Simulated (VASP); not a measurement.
# Y (P6_3/mmc) in VASP: a series of runs

Y is run at these levels: PBE; tasks: single point.

Everything below comes from runs of VASP 6.6.1. Logs are shortened: lines on timing, memory, paths and dates and some standing lists are left out, and cuts for length are marked.

## Step 1: The cell of the first run

It takes space group P6_3/mmc (No. 194, hexagonal). Conventional cell: a = 3.526 Å, b = 3.526 Å, c = 11.352 Å, α = 90.00°, β = 90.00°, γ = 120.00°. Y (site symmetry -3m) has 12 Y at 3.49 to 3.53 Å within 4.6 Å. Y (site symmetry -6m2) has 12 Y at 3.49 to 3.53 Å within 4.6 Å.

## Step 2: Single point, PBE (equal strain along all axes, cell held: -2.0 %)

Input file INCAR:

```
SYSTEM = Y
PREC     = Accurate       ! precision mode
ENCUT    = 520            ! plane-wave cutoff, eV
EDIFF    = 1E-7           ! SCF threshold, eV
ISMEAR   = 0              ! smearing method
SIGMA    = 0.1            ! smearing width, eV
LREAL    = .FALSE.        ! projectors in reciprocal space
LASPH    = .TRUE.         ! aspherical terms in the spheres
NELM     = 80             ! most SCF steps
ALGO     = Fast           ! electronic algorithm
ISIF     = 2              ! what is computed and relaxed
LWAVE    = .FALSE.        ! write WAVECAR
LCHARG   = .TRUE.         ! write CHGCAR
GGA      = PE             ! functional
LELF     = .TRUE.         ! ELF
LVHAR    = .TRUE.       
NBANDS   = 30             ! bands
```

Input file KPOINTS:

```
regular mesh
0
G
  18 18 6
  0 0 0
```

Input file POSCAR:

```
Y
1.0
    3.5262665206      0.0000000000      0.0000000000
   -1.7631332603      3.0538363874      0.0000000000
    0.0000000000      0.0000000000     11.3519013052
Y
4
Direct
    0.0000000000      0.0000000000      0.0000000000
    0.3333333333      0.6666666667      0.2500000000
    0.0000000000      0.0000000000      0.5000000000
    0.6666666667      0.3333333333      0.7500000000
```

Potentials or basis: VASP PAW PBE potentials, release 64 (Y_sv).

The run is started by

```bash
$ cat potpaw_PBE.64/Y_sv/POTCAR > POTCAR
$ mpirun -np 1 vasp_std > vasp.out
```

OUTCAR:

```text
SYSTEM = Y
   PREC = Accurate
   ENCUT = 520
   EDIFF = 1E-7
   ISMEAR = 0
   LREAL = .FALSE.
   LASPH = .TRUE.
   NELM = 80
   ISIF = 2
   GGA = PE

 ion  position               nearest neighbor table
   1  0.000  0.000  0.000-   2 3.49   4 3.49   4 3.49   2 3.49   4 3.49   2 3.49
   2  0.333  0.667  0.250-   1 3.49   3 3.49   1 3.49   3 3.49   1 3.49   3 3.49
   3  0.000  0.000  0.500-   2 3.49   4 3.49   4 3.49   2 3.49   4 3.49   2 3.49
   4  0.667  0.333  0.750-   1 3.49   3 3.49   1 3.49   3 3.49   1 3.49   3 3.49

  LATTYP: Found a hexagonal cell.
 ALAT       =     3.5262665206
 C/A-ratio  =     3.2192408710

  Lattice vectors:

 A1 = (   3.5262665206,   0.0000000000,   0.0000000000)
 A2 = (  -1.7631332603,   3.0538363874,   0.0000000000)
 A3 = (   0.0000000000,   0.0000000000,  11.3519013052)

Analysis of symmetry for initial positions (statically):
=====================================================================
 Subroutine PRICEL returns:
 Original cell was already a primitive cell.

 Routine SETGRP: Setting up the symmetry group for a
 hexagonal supercell.

 Subroutine GETGRP returns: Found 24 space group operations
 (whereof 12 operations were pure point group operations)
 out of a pool of 24 trial point group operations.

The static configuration has the point symmetry D_3d.
 The point group associated with its full space group is D_6h.

Analysis of symmetry for dynamics (positions and initial velocities):
=====================================================================
 Subroutine PRICEL returns:
 Original cell was already a primitive cell.

 Routine SETGRP: Setting up the symmetry group for a
 hexagonal supercell.

 Subroutine GETGRP returns: Found 24 space group operations
 (whereof 12 operations were pure point group operations)
 out of a pool of 24 trial point group operations.

The dynamic configuration has the point symmetry D_3d.
 The point group associated with its full space group is D_6h.

 Subroutine INISYM returns: Found 24 space group operations
 (whereof 12 operations are pure point group operations),
 and found     1 'primitive' translations

----------------------------------------------------------------------------------------

                                     Primitive cell

  volume of cell :     122.2445

  direct lattice vectors                    reciprocal lattice vectors
     3.526266521  0.000000000  0.000000000     0.283586052  0.163728483  0.000000000
    -1.763133260  3.053836387  0.000000000     0.000000000  0.327456967  0.000000000
     0.000000000  0.000000000 11.351901305     0.000000000  0.000000000  0.088090970

  length of vectors
     3.526266521  3.526266521 11.351901305     0.327456967  0.327456967  0.088090970

  position of ions in fractional coordinates (direct lattice)
     0.000000000  0.000000000  0.000000000
     0.333333333  0.666666667  0.250000000
     0.000000000  0.000000000  0.500000000
     0.666666667  0.333333333  0.750000000

  ion indices of the primitive-cell ions
   primitive index   ion index
                 1           1
                 2           2
                 3           3
                 4           4

----------------------------------------------------------------------------------------

 KPOINTS: regular mesh

Automatic generation of k-mesh.
 Grid dimensions read from file:
 generate k-points for:   18   18    6

 Generating k-lattice:

  Cartesian coordinates                     Fractional coordinates (reciprocal lattice)
     0.015754781  0.009096027  0.000000000     0.055555556  0.000000000  0.000000000
     0.000000000  0.018192054  0.000000000     0.000000000  0.055555556  0.000000000
     0.000000000  0.000000000  0.014681828     0.000000000  0.000000000  0.166666667

  Length of vectors
     0.018192054  0.018192054  0.014681828

  Shift w.r.t. Gamma in fractional coordinates (k-lattice)
     0.000000000  0.000000000  0.000000000

 Subroutine IBZKPT returns following result:
 ===========================================

 Found    148 irreducible k-points:

 Following reciprocal coordinates:
            Coordinates               Weight
  0.000000  0.000000  0.000000      1.000000
  0.055556 -0.000000  0.000000      6.000000
  0.111111 -0.000000  0.000000      6.000000
  0.166667 -0.000000  0.000000      6.000000
  0.222222  0.000000  0.000000      6.000000
  0.277778 -0.000000  0.000000      6.000000
[... 16 lines left out ...]
  0.333333  0.111111  0.000000     12.000000
  0.388889  0.111111  0.000000     12.000000
 [... further k-points ...]
   k-points           NKPTS =    148   k-points in BZ     NKDIM =    148   number of bands    NBANDS=     30
   number of dos      NEDOS =    301   number of ions     NIONS =      4
   total plane-waves  NPLWV =  65856
   dimension x,y,z NGX =    28 NGY =   28 NGZ =   84
   dimension x,y,z NGXF=    56 NGYF=   56 NGZF=  168
   ions per type =               4
   NGX,Y,Z   is equivalent  to a cutoff of  13.20, 13.20, 12.30 a.u.
   NGXF,Y,Z  is equivalent  to a cutoff of  26.40, 26.40, 24.60 a.u.
 SYSTEM =  Y
   PREC   = accura    normal or accurate (medium, high low for compatibility)
   ISTART =      0    job   : 0-new  1-cont  2-samecut
   ICHARG =      2    charge: 1-file 2-atom 10-const
   ISPIN  =      1    spin polarized calculation?
   LNONCOLLINEAR =      F non collinear calculations
   LSORBIT =      F    spin-orbit coupling
   LASPH  =      T    aspherical Exc in radial PAW
   ENCUT  =  520.0 eV  38.22 Ry    6.18 a.u.   6.56  6.56 21.11*2*pi/ulx,y,z
   NELM   =     80;   NELMIN=  2; NELMDL= -5     # of ELM steps
   EDIFF  = 0.1E-06   stopping-criterion for ELM
   LREAL  =      F    real-space projection
   EDIFFG = 0.1E-05   stopping-criterion for IOM
   NSW    =      0    number of steps for IOM
   IBRION =     -1    ionic relax: 0-MD 1-quasi-New 2-CG
   NFREE  =      0    steps in history (QN), initial steepest desc. (CG)
   ISIF   =      2    stress and relaxation
   ISYM   =      2    0-nonsym 1-usesym 2-fastsym
   POTIM  = 0.5000    time-step for ionic-motion
   TEBEG  =    0.0;   TEEND  =   0.0 temperature during run
   PSTRESS=    0.0 pullay stress
   NELECT =      44.0000    total number of electrons
   NUPDOWN=      -1.0000    fix difference up-down
   EMIN   =  10.00;   EMAX   =-10.00  energy-range for DOS
   EFERMI =   0.00;   METHOD = LEGACY
   ISMEAR =     0;   SIGMA  =   0.10  broadening in eV -4-tet -1-fermi 0-gaus
   EFERMI_NEDOS =   21; number of points for ismear=-14 and -15
   IALGO  =     68    algorithm
   IMIX   =      4    mixing-type and parameters
     AMIX     =   0.40;   BMIX     =  1.00
     AMIX_MAG =   1.60;   BMIX_MAG =  1.00
  volume/ion in A,a.u.               =      30.56       206.24
  Fermi-wavevector in a.u.,A,eV,Ry     =   1.164526  2.200635 18.451146  1.356121
  Thomas-Fermi vector in A             =   2.301063
   LORBIT       =      0    0 simple, 1 ext, 2 COOP (PROOUT), +10 PAW based schemes
   GGA     = PE    functional components
   LHFCALC =     F    Hartree Fock is set to
   AEXX    =    0.0000 exact exchange contribution
   IVDW    =     0    specifies the selected vdW correction
   LEPSILON=     F    determine dielectric tensor
   LRPA    =     F    only Hartree local field effects (RPA)
 non-spin polarized calculation
 RMM-DIIS sequential band-by-band and
 Gauss-broadening in eV      SIGMA  =   0.10
  energy-cutoff  :      520.00
  volume of cell :      122.24
 maximum number of plane-waves:      3354
 NGX is ok and might be reduce to    28
   NGX = 13   NGY = 13   NGZ = 43

 number of electron      43.9999999 magnetization

 Free energy of the ion-electron system (eV)
  ---------------------------------------------------
  ext. energy  EPLUGINS =         0.00000000
  ---------------------------------------------------
  free energy    TOTEN  =       -25.66341970 eV

  energy without entropy =      -25.63503570  energy(sigma->0) =      -25.64922770

 E-fermi :   3.3958     XC(G=0):  -9.7062

 val. band max:        3.3907881955   @ k =   0.3889   0.2222   0.3333
 cond. band min:       3.4147901905   @ k =   0.3333   0.2222   0.1667
 fundamental gap:      0.0240019950
 Fermi energy:         3.3957707756

 k-point     1 :       0.0000    0.0000    0.0000
  band No.  band energies     occupation
      1     -39.1325      2.00000
      2     -39.0904      2.00000
      3     -39.0842      2.00000
      4     -39.0417      2.00000
      5     -19.4870      2.00000
      6     -19.1503      2.00000
[... 22 lines left out ...]
     29       5.5220      0.00000
     30       5.5968      0.00000

 k-point     2 :       0.0556   -0.0000    0.0000
  band No.  band energies     occupation
      1     -39.1303      2.00000
      2     -39.0888      2.00000
      3     -39.0826      2.00000
      4     -39.0407      2.00000
      5     -19.4801      2.00000
      6     -19.1524      2.00000
[... 22 lines left out ...]
     29       5.5770      0.00000
     30       5.5981      0.00000

 k-point     3 :       0.1111   -0.0000    0.0000
  band No.  band energies     occupation
      1     -39.1238      2.00000
      2     -39.0842      2.00000
      3     -39.0780      2.00000
      4     -39.0378      2.00000
      5     -19.4597      2.00000
      6     -19.1604      2.00000
[... 22 lines left out ...]
     29       5.5677      0.00000
     30       5.7691      0.00000

 k-point     4 :       0.1667   -0.0000    0.0000
  band No.  band energies     occupation
      1     -39.1138      2.00000
      2     -39.0771      2.00000
      3     -39.0709      2.00000
      4     -39.0337      2.00000
      5     -19.4275      2.00000
      6     -19.1796      2.00000
[... 616 lines left out ...]
     29       5.3094      0.00000
     30       6.0646      0.00000

 k-point    23 :       0.3333    0.1111    0.0000
  band No.  band energies     occupation
      1     -39.0576      2.00000
      2     -39.0412      2.00000
      3     -39.0349      2.00000
      4     -39.0185      2.00000
      5     -19.3913      2.00000
      6     -19.3881      2.00000
[... 22 lines left out ...]
     29       5.3273      0.00000
     30       6.1955      0.00000

 k-point    24 :       0.3889    0.1111    0.0000
  band No.  band energies     occupation
      1     -39.0488      2.00000
      2     -39.0368      2.00000
      3     -39.0305      2.00000
      4     -39.0184      2.00000
      5     -19.4269      2.00000
      6     -19.4183      2.00000
[... 22 lines left out ...]
     29       5.4053      0.00000
     30       6.3668      0.00000

 [... further k-points ...]

------------------------ aborting loop because EDIFF is reached ----------------------------------------

  FORCE on cell =-STRESS in cart. coord.  units (eV):
  Direction    XX          YY          ZZ          XY          YZ          ZX
  --------------------------------------------------------------------------------------
  -------------------------------------------------------------------------------------
  Total        1.8797244      1.8797244      1.8649050      0.0000000      0.0000000      0.0000000
  in kB       24.6362868     24.6362868     24.4420592      0.0000000      0.0000000      0.0000000
  external PRESSURE =      24.5715443 kB  Pullay stress =       0.0000000 kB

 VOLUME and BASIS-vectors are now :
 -----------------------------------------------------------------------------
  energy-cutoff  :      520.00
  volume of cell :      122.24
      direct lattice vectors                 reciprocal lattice vectors
     3.526266521  0.000000000  0.000000000     0.283586052  0.163728483  0.000000000
    -1.763133260  3.053836387  0.000000000     0.000000000  0.327456967  0.000000000
     0.000000000  0.000000000 11.351901305     0.000000000  0.000000000  0.088090970

 POSITION                                       TOTAL-FORCE (eV/Angst)
 -----------------------------------------------------------------------------------
      0.00000      0.00000      0.00000         0.000000      0.000000     -0.000000
     -0.00000      2.03589      2.83798         0.000000     -0.000000     -0.000000
      0.00000      0.00000      5.67595        -0.000000      0.000000     -0.000000
      1.76313      1.01795      8.51393        -0.000000      0.000000      0.000000
 -----------------------------------------------------------------------------------
    total drift:                                0.000000     -0.000000      0.000000

  FREE ENERGIE OF THE ION-ELECTRON SYSTEM (eV)
  ---------------------------------------------------
  free  energy   TOTEN  =       -25.6634197013 eV

  energy  without entropy=      -25.6350357000  energy(sigma->0) =      -25.64922770
```

Wall time 36 min (1 thread of Oxide Virtual Turin-like, shared host); peak memory 0.52 GiB.

Results:

```
Free energy            : -25.6634 eV
Pressure               : 2.5 GPa
Band gap on the k mesh : zero (bands 22 and 23 overlap by 1.28 eV)
```

Levels at points of the mesh, in eV from the Fermi level:
```
           k point  band 20  band 21  band 22  band 23  band 24  band 25
(0.00, 0.00, 0.00)    -2.03     0.80     0.86     0.91     1.67     1.67
(0.50, 0.00, 0.00)    -1.24    -0.56    -0.51    -0.32     0.49     0.78
(0.00, 0.00, 0.50)    -2.33     0.65     0.65     1.54     1.54     1.79
(0.50, 0.00, 0.50)    -1.59    -0.73    -0.73     0.36     0.36     1.36
```

Caveat: the cell differs from its parent crystal (equal strain along all axes, cell held: -2.0 %).

## Step 3: Single point, PBE

This run uses another cell than the first one, of 32.47 Å³/atom.

Input file INCAR:

```
PREC = Accurate ; ENCUT = 520
EDIFF = 1E-6 ; ISMEAR = 0
SIGMA = 0.1 ; LREAL = F
LASPH = T ; NELM = 80
ALGO = Fast ; ISIF = 2
LWAVE = F ; LCHARG = F
GGA = PE ; NBANDS = 30
```

Input file KPOINTS:

```
regular mesh
0
Gamma
  18 18 6
```

Input file POSCAR:

```
Y
1.0
    3.5982311435      0.0000000000      0.0000000000
   -1.7991155718      3.1161595790      0.0000000000
    0.0000000000      0.0000000000     11.5835727604
Y
4
Direct
    0.0000000000      0.0000000000      0.0000000000
    0.3333333333      0.6666666667      0.2500000000
    0.0000000000      0.0000000000      0.5000000000
    0.6666666667      0.3333333333      0.7500000000
```

Potentials or basis: VASP PAW PBE potentials, release 64 (Y_sv).

The run is started by

```bash
$ cat potpaw_PBE.64/Y_sv/POTCAR > POTCAR
$ mpirun -np 1 vasp_std > vasp.out
```

Wall time 26 min (1 thread of Oxide Virtual Turin-like, shared host); peak memory 0.54 GiB.

Results (log left out):

```yaml
Free_energy: -25.7165 eV
Pressure: -0.1 GPa
Band_gap_on_the_k_mesh: zero (bands 22 and 23 overlap by 1.19 eV)
```

Levels at points of the mesh, in eV from the Fermi level:
| k point | band 19 | band 20 | band 21 | band 22 | band 23 | band 24 | band 25 | band 26 |
| --- | --- | --- | --- | --- | --- | --- | --- | --- |
| (0.00, 0.00, 0.00) | -3.34 | -1.94 | 0.72 | 0.78 | 0.83 | 1.62 | 1.62 | 1.68 |
| (0.50, 0.00, 0.00) | -1.33 | -1.21 | -0.54 | -0.46 | -0.31 | 0.40 | 0.78 | 1.38 |
| (0.00, 0.00, 0.50) | -2.30 | -2.30 | 0.54 | 0.54 | 1.50 | 1.50 | 1.74 | 1.74 |
| (0.50, 0.00, 0.50) | -1.49 | -1.49 | -0.64 | -0.64 | 0.25 | 0.25 | 1.28 | 1.28 |
